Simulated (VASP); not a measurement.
# Ge5As (P6/mmm) in VASP: single point with PBE

Aim: the single point of Ge5As with PBE.

Everything below comes from runs of VASP 6.6.1. Logs are shortened: lines on timing, memory, paths and dates and some standing lists are left out, and cuts for length are marked.

### Step 1. The cell of the first run

The structure is hexagonal, space group P6/mmm (No. 191). Conventional cell: a = 5.933 Å, b = 5.933 Å, c = 4.831 Å, α = 90.00°, β = 90.00°, γ = 120.00°. Ge (site symmetry -6m2) has 3 Ge at 1.71 Å within 2.3 Å. Ge (site symmetry mmm) has 2 Ge at 1.71 Å within 2.3 Å. As (site symmetry 6/mmm) has 12 Ge at 2.97 to 3.43 Å within 3.9 Å.

The cell was built from a structure type or drawn by symmetry, and may not be a known phase.

### Step 2. Single point, PBE

File INCAR:

```
SYSTEM = Ge5As
ALGO     = Normal         ! electronic algorithm
EDIFF    = 1E-6           ! SCF threshold, eV
ENCUT    = 600            ! plane-wave cutoff, eV
GGA      = PE             ! functional
GGA_COMPAT= .False.      
ISIF     = 2              ! what is computed and relaxed
ISMEAR   = 0              ! smearing method
LASPH    = .True.         ! aspherical terms in the spheres
LCHARG   = .True.         ! write CHGCAR
LELF     = .True.         ! ELF
LREAL    = .False.        ! projectors in reciprocal space
LVHAR    = .True.       
LWAVE    = .False.        ! write WAVECAR
NBANDS   = 52             ! bands
NELM     = 120            ! most SCF steps
PREC     = Accurate       ! precision mode
SIGMA    = 0.1            ! smearing width, eV
```

File KPOINTS:

```
k-points
0
Gamma
  3 3 4
  0 0 0
```

File POSCAR:

```
Ge5As
1.0
    5.9325974100      0.0000000000      0.0000000000
   -2.9662987100      5.1377800700      0.0000000000
    0.0000000000      0.0000000000      4.8305562100
Ge As
5 1
Direct
    0.3333333300      0.6666666700      0.5000000000
    0.6666666700      0.3333333300      0.5000000000
    0.5000000000      0.0000000000      0.5000000000
    0.0000000000      0.5000000000      0.5000000000
    0.5000000000      0.5000000000      0.5000000000
    0.0000000000      0.0000000000      0.5000000000
```

Potentials or basis: VASP PAW PBE potentials, release 64 (Ge_d, As_d).

The run is started by

```sh
cat potpaw_PBE.64/Ge_d/POTCAR potpaw_PBE.64/As_d/POTCAR > POTCAR
mpirun -np 1 vasp_std > vasp.out
```

OUTCAR:

```text
SYSTEM = Ge5As
   EDIFF = 1E-6
   ENCUT = 600
   GGA = PE
   ISIF = 2
   ISMEAR = 0
   LASPH = .True.
   LREAL = .False.
   NELM = 120
   PREC = Accurate

 ion  position               nearest neighbor table
   1  0.333  0.667  0.500-   4 1.71   3 1.71   5 1.71
   2  0.667  0.333  0.500-   4 1.71   3 1.71   5 1.71
   3  0.500  0.000  0.500-   1 1.71   2 1.71
   4  0.000  0.500  0.500-   1 1.71   2 1.71
   5  0.500  0.500  0.500-   1 1.71   2 1.71
   6  0.000  0.000  0.500-

  LATTYP: Found a hexagonal cell.
 ALAT       =     5.9325974100
 C/A-ratio  =     0.8142396789

  Lattice vectors:

 A1 = (   5.9325974100,   0.0000000000,   0.0000000000)
 A2 = (  -2.9662987100,   5.1377800700,   0.0000000000)
 A3 = (   0.0000000000,   0.0000000000,   4.8305562100)

Analysis of symmetry for initial positions (statically):
=====================================================================
 Subroutine PRICEL returns:
 Original cell was already a primitive cell.

 Routine SETGRP: Setting up the symmetry group for a
 hexagonal supercell.

 Subroutine GETGRP returns: Found 24 space group operations
 (whereof 24 operations were pure point group operations)
 out of a pool of 24 trial point group operations.

The static configuration has the point symmetry D_6h.

Analysis of symmetry for dynamics (positions and initial velocities):
=====================================================================
 Subroutine PRICEL returns:
 Original cell was already a primitive cell.

 Routine SETGRP: Setting up the symmetry group for a
 hexagonal supercell.

 Subroutine GETGRP returns: Found 24 space group operations
 (whereof 24 operations were pure point group operations)
 out of a pool of 24 trial point group operations.

The dynamic configuration has the point symmetry D_6h.

 Subroutine INISYM returns: Found 24 space group operations
 (whereof 24 operations are pure point group operations),
 and found     1 'primitive' translations

----------------------------------------------------------------------------------------

                                     Primitive cell

[... 78 lines left out ...]
   LSORBIT =      F    spin-orbit coupling
   LASPH  =      T    aspherical Exc in radial PAW
   ENCUT  =  600.0 eV  44.10 Ry    6.64 a.u.  11.85 11.85  9.65*2*pi/ulx,y,z
   NELM   =    120;   NELMIN=  2; NELMDL= -5     # of ELM steps
   EDIFF  = 0.1E-05   stopping-criterion for ELM
   LREAL  =      F    real-space projection
   EDIFFG = 0.1E-04   stopping-criterion for IOM
   NSW    =      0    number of steps for IOM
   IBRION =     -1    ionic relax: 0-MD 1-quasi-New 2-CG
   NFREE  =      0    steps in history (QN), initial steepest desc. (CG)
   ISIF   =      2    stress and relaxation
   ISYM   =      2    0-nonsym 1-usesym 2-fastsym
   POTIM  = 0.5000    time-step for ionic-motion
   TEBEG  =    0.0;   TEEND  =   0.0 temperature during run
   PSTRESS=    0.0 pullay stress
   NELECT =      85.0000    total number of electrons
   NUPDOWN=      -1.0000    fix difference up-down
   EMIN   =  10.00;   EMAX   =-10.00  energy-range for DOS
   EFERMI =   0.00;   METHOD = LEGACY
   ISMEAR =     0;   SIGMA  =   0.10  broadening in eV -4-tet -1-fermi 0-gaus
   EFERMI_NEDOS =   21; number of points for ismear=-14 and -15
   IALGO  =     38    algorithm
   IMIX   =      4    mixing-type and parameters
     AMIX     =   0.40;   BMIX     =  1.00
     AMIX_MAG =   1.60;   BMIX_MAG =  1.00
  volume/ion in A,a.u.               =      24.54       165.60
  Fermi-wavevector in a.u.,A,eV,Ry     =   1.363145  2.575970 25.281849  1.858164
  Thomas-Fermi vector in A             =   2.489573
   LORBIT       =      0    0 simple, 1 ext, 2 COOP (PROOUT), +10 PAW based schemes
   GGA     = PE    functional components
   LHFCALC =     F    Hartree Fock is set to
   AEXX    =    0.0000 exact exchange contribution
   IVDW    =     0    specifies the selected vdW correction
   LEPSILON=     F    determine dielectric tensor
   LRPA    =     F    only Hartree local field effects (RPA)
 non-spin polarized calculation
 Gauss-broadening in eV      SIGMA  =   0.10
  energy-cutoff  :      600.00
  volume of cell :      147.24
 maximum number of plane-waves:      4969
 NGX is ok and might be reduce to    48
   NGX = 23   NGY = 23   NGZ = 19

 number of electron      84.9999979 magnetization

 Free energy of the ion-electron system (eV)
  ---------------------------------------------------
  ext. energy  EPLUGINS =         0.00000000
  ---------------------------------------------------
  free energy    TOTEN  =        13.22725283 eV

  energy without entropy =       13.25087807  energy(sigma->0) =       13.23906545

 E-fermi :   3.4407     XC(G=0):  -8.8805

 val. band max:        3.3854325781   @ k =   0.3333   0.0000   0.2500
 cond. band min:       3.4830586388   @ k =   0.0000   0.0000   0.2500
 fundamental gap:      0.0976260607
 Fermi energy:         3.4407204361

 k-point     1 :       0.0000    0.0000    0.0000
  band No.  band energies     occupation
      1     -31.6580      2.00000
      2     -31.6580      2.00000
      3     -31.6158      2.00000
      4     -31.6158      2.00000
      5     -31.6054      2.00000
      6     -25.3387      2.00000
[... 484 lines left out ...]
     51      11.2475      0.00000
     52      12.1291      0.00000

------------------------ aborting loop because EDIFF is reached ----------------------------------------

  FORCE on cell =-STRESS in cart. coord.  units (eV):
  Direction    XX          YY          ZZ          XY          YZ          ZX
  --------------------------------------------------------------------------------------
  -------------------------------------------------------------------------------------
  Total      149.5220843    149.5220845     -1.6973227     -0.0000001      0.0000000      0.0000000
  in kB     1627.0406263   1627.0406279    -18.4695989     -0.0000016      0.0000000      0.0000000
  external PRESSURE =    1078.5372184 kB  Pullay stress =       0.0000000 kB

 VOLUME and BASIS-vectors are now :
 -----------------------------------------------------------------------------
  energy-cutoff  :      600.00
  volume of cell :      147.24
      direct lattice vectors                 reciprocal lattice vectors
     5.932597410  0.000000000  0.000000000     0.168560233  0.097318296  0.000000000
    -2.966298710  5.137780070  0.000000000     0.000000000  0.194636591  0.000000000
     0.000000000  0.000000000  4.830556210     0.000000000  0.000000000  0.207015498

 POSITION                                       TOTAL-FORCE (eV/Angst)
 -----------------------------------------------------------------------------------
     -0.00000      3.42519      2.41528         0.000000      0.000000      0.000000
      2.96630      1.71259      2.41528        -0.000000      0.000000      0.000000
      2.96630      0.00000      2.41528         0.000000      0.000000      0.000000
     -1.48315      2.56889      2.41528         0.000000      0.000000      0.000000
      1.48315      2.56889      2.41528         0.000000      0.000000      0.000000
      0.00000      0.00000      2.41528         0.000000      0.000000      0.000000
 -----------------------------------------------------------------------------------
    total drift:                               -0.000000      0.000000     -0.000000

  FREE ENERGIE OF THE ION-ELECTRON SYSTEM (eV)
  ---------------------------------------------------
  free  energy   TOTEN  =        13.2272528327 eV

  energy  without entropy=       13.2508780699  energy(sigma->0) =       13.23906545
```

OSZICAR:

```text
N       E                     dE             d eps       ncg     rms          rms(c)
DAV:   1     0.113193208168E+04    0.11319E+04   -0.43730E+04  1172   0.595E+03
DAV:   2     0.266714866016E+03   -0.86522E+03   -0.83481E+03   936   0.131E+03
DAV:   3     0.362915999615E+02   -0.23042E+03   -0.22562E+03   968   0.307E+02
DAV:   4     0.111921868653E+02   -0.25099E+02   -0.24444E+02  1044   0.117E+02
DAV:   5     0.101492360406E+02   -0.10430E+01   -0.10411E+01  1072   0.270E+01    0.129E+01
DAV:   6     0.121948334774E+02    0.20456E+01   -0.92443E+00  1352   0.340E+01    0.756E+00
DAV:   7     0.129218570284E+02    0.72702E+00   -0.20197E+00  1204   0.134E+01    0.472E+00
DAV:   8     0.132338052033E+02    0.31195E+00   -0.98495E-01  1148   0.702E+00    0.876E-01
DAV:   9     0.132308854617E+02   -0.29197E-02   -0.14011E-01  1148   0.499E+00    0.487E-01
DAV:  10     0.132280789727E+02   -0.28065E-02   -0.34414E-02  1080   0.149E+00    0.226E-01
DAV:  11     0.132275019582E+02   -0.57701E-03   -0.69848E-03  1140   0.104E+00    0.110E-01
DAV:  12     0.132272716335E+02   -0.23032E-03   -0.10996E-03  1044   0.849E-01    0.342E-02
DAV:  13     0.132272700734E+02   -0.15602E-05   -0.26477E-04  1244   0.217E-01    0.184E-02
DAV:  14     0.132272537560E+02   -0.16317E-04   -0.61079E-05  1344   0.733E-02    0.807E-03
DAV:  15     0.132272528424E+02   -0.91365E-06   -0.17453E-05  1080   0.553E-02    0.527E-03
DAV:  16     0.132272528327E+02   -0.96552E-08   -0.15861E-06   700   0.601E-02
   1 F= 0.13227253E+02 E0= 0.13239065E+02  d E =-.236252E-01
```

stdout:

```text
POSCAR found type information on POSCAR GeAs
 POSCAR found :  2 types and       6 ions
 scaLAPACK will be used
 LDA part: xc-table for (Slater+PW92), standard interpolation
 POSCAR, INCAR and KPOINTS ok, starting setup
 FFT: planning ... GRIDC
 FFT: planning ... GRID_SOFT
 FFT: planning ... GRID
 WAVECAR not read
 entering main loop
```

Run time: 50 s. Hardware: 1 thread of Intel Xeon 6975P-C (Granite Rapids), shared host; peak memory 0.31 GiB.

Results:

| Item | Value |
| --- | --- |
| Free energy | 13.2273 eV |
| Pressure | 107.9 GPa |
| Band gap on the k mesh | zero (an odd number of electrons rules out a gap without spin polarisation) |

Caveat: the k points lie up to 0.41 Å⁻¹ apart, too coarse for converged energies and pressures of a metal.
